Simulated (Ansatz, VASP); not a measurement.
**Two plane-wave programs on LiNbO3**

```
Li Nb O
1.0
     2.59239    1.49672    4.56282
    -2.59239    1.49672    4.56282
     0.00000   -2.99343    4.56282
Li Nb O
2 2 6
Direct
  0.24050 0.24050 0.24050
  0.74050 0.74050 0.74050
  0.99803 0.99803 0.99803
  0.49803 0.49803 0.49803
  0.13317 0.37620 0.75621
  0.75621 0.13317 0.37620
  0.37620 0.75621 0.13317
  0.87620 0.63317 0.25621
  0.25621 0.87620 0.63317
  0.63317 0.25621 0.87620
```

Change from the starting cell: mode 1 (-215.1 1/cm) frozen in, largest displacement -0.130 Å.

Alike in both runs: task single point; functional r2SCAN; k mesh 6 × 6 × 6; occupations gaussian, width 0.05 eV; no spin polarisation.

|  | VASP | Ansatz |
| --- | --- | --- |
| version | VASP 6.6.1 | Ansatz 0.2.0 |
| potentials or method | VASP PAW PBE potentials, release 64 (Li_sv, Nb_sv, O), cutoff 520 eV | scalar-relativistic, plane waves, PAW |
| valence electrons in the cell | 68 | 68 |

```csv
,VASP,Ansatz,Ansatz less VASP
gap on the k mesh at the Fermi level (eV),3.18,3.20,+0.012
least direct gap on the mesh (eV),3.34,3.35,+0.011
rms of the force components (eV/Å),0.115,0.113,-0.0017
```

VASP's potentials were made for PBE, not for r2SCAN. Atom by atom the forces differ by 0.006 eV/Å (rms over components).

Noted on VASP's run: the cutoff is under 1.25 times that of the potentials, so the pressure is a little rough.
